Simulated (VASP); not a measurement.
Set up this calculation in VASP 6.6.1, as the native input.

| Item | Value |
| --- | --- |
| Task | single point |
| Functional | PBEsol |
| Potentials or basis | VASP PAW PBE potentials, release 64 (Hf_pv, N) |
| Cutoff | 520 eV |
| k mesh | 16 × 16 × 16 |
| Occupations | gaussian, width 0.1 eV |
| Spin | no spin polarisation |
| Dipole correction | no |
| Further INCAR settings | ALGO = Normal; EDIFF = 1e-06; NBANDS = 14 |

The structure of HfN lies in POSCAR:

```
HfN
1.0
    0.0000000000      2.2508709350      2.2508709350
    2.2508709350      0.0000000000      2.2508709350
    2.2508709350      2.2508709350      0.0000000000
Hf N
1 1
Direct
    0.0000000000      0.0000000000      0.0000000000
    0.5000000000      0.5000000000      0.5000000000
```

These files were run (other wordings do the same):

INCAR

```
SYSTEM = HfN
PREC     = Accurate       ! precision mode
ENCUT    = 520            ! plane-wave cutoff, eV
EDIFF    = 1E-6           ! SCF threshold, eV
ISMEAR   = 0              ! smearing method
SIGMA    = 0.1            ! smearing width, eV
LREAL    = .False.        ! projectors in reciprocal space
LASPH    = .True.         ! aspherical terms in the spheres
NELM     = 60             ! most SCF steps
ALGO     = Normal         ! electronic algorithm
ISIF     = 2              ! what is computed and relaxed
LWAVE    = .False.        ! write WAVECAR
LCHARG   = .True.         ! write CHGCAR
GGA      = PS             ! functional
LELF     = .True.         ! ELF
LVHAR    = .True.       
NBANDS   = 14             ! bands
```

KPOINTS

```
Automatic mesh
0
Gamma
  16 16 16
  0 0 0
```

Potentials or basis: VASP PAW PBE potentials, release 64 (Hf_pv, N).

The run is started by

```bash
$ cat potpaw_PBE.64/Hf_pv/POTCAR potpaw_PBE.64/N/POTCAR > POTCAR
$ mpirun -np 1 vasp_std > vasp.out
```

It gave:

| Quantity | Value |
| --- | --- |
| Pressure | -2.2 GPa |

Caveat: the PAW data sets were made with another functional, which shifts forces and pressure a little.

It took 12 s on 1 thread of Intel(R) Xeon(R) 6975P-C (Granite Rapids), with other jobs on the host, peak memory 0.17 GiB.
